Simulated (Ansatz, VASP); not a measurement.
CsPbBr3: VASP beside Ansatz

The input INCAR:

```
SYSTEM = CsPbBr3
  PREC = Accurate
  ENCUT = 520
  EDIFF = 1E-6
  ISMEAR = 0
  SIGMA = 0.05
  LREAL = .FALSE.
  LASPH = .TRUE.
  NELM = 80
  ALGO = Normal
  ISIF = 2
  LWAVE = .FALSE.
  LCHARG = .FALSE.
  GGA = PS
  NBANDS = 30
```

File KPOINTS:

```
Automatic mesh
0
G
  6 6 6
  0 0 0
```

POSCAR

```
CsPbBr3
1.0
    5.8869280961     -0.3098383208     -0.3098383208
   -0.3098383208      5.8869280961     -0.3098383208
   -0.3098383208     -0.3098383208      5.8869280961
Cs Pb Br
1 1 3
Direct
    0.0000000000      0.0000000000      0.0000000000
    0.5000000000      0.5000000000      0.5000000000
    0.0000000000      0.5000000000      0.5000000000
    0.5000000000      0.0000000000      0.5000000000
    0.5000000000      0.5000000000      0.0000000000
```

Input for Ansatz:

```yaml
crystal:
  lattice:
    - [5.8869280961, -0.3098383208, -0.3098383208]
    - [-0.3098383208, 5.8869280961, -0.3098383208]
    - [-0.3098383208, -0.3098383208, 5.8869280961]
  atoms:
    - { symbol: Cs, position: [0.0, 0.0, 0.0] }
    - { symbol: Pb, position: [0.5, 0.5, 0.5] }
    - { symbol: Br, position: [0.0, 0.5, 0.5] }
    - { symbol: Br, position: [0.5, 0.0, 0.5] }
    - { symbol: Br, position: [0.5, 0.5, 0.0] }
basis:
  ecutwfc: 420
kpoints:
  mp_grid: { grid: [6, 6, 6] }
hamiltonian:
  xc: pbesol
scf:
  occupations: { method: gaussian, width: 0.05 }
output:
  forces: true
  stress: true
  eigenvalues: true
```

Alike in both runs: task single point; functional PBEsol; k mesh 6 × 6 × 6; occupations gaussian, width 0.05 eV; no spin polarisation.

```csv
,VASP,Ansatz
version,VASP 6.6.1,Ansatz 0.2.0
potentials or method,"VASP PAW PBE potentials, release 64 (Cs_sv, Pb_d, Br), cutoff 520 eV","scalar-relativistic, plane waves, PAW"
valence electrons in the cell,44,44
```

|  | VASP | Ansatz | Ansatz less VASP |
| --- | --- | --- | --- |
| gap on the k mesh at the Fermi level (eV) | 1.13 | 1.13 | 0.000 |
| least direct gap on the mesh (eV) | 1.13 | 1.13 | 0.000 |
| pressure (GPa) | -0.1 | -0.1 | 0.00 |
| traceless stress, the component that is largest in VASP (GPa) | 0.48 | 0.48 | -0.002 |

VASP's potentials were made for PBE, not for PBEsol.

Spin-orbit coupling is off throughout.
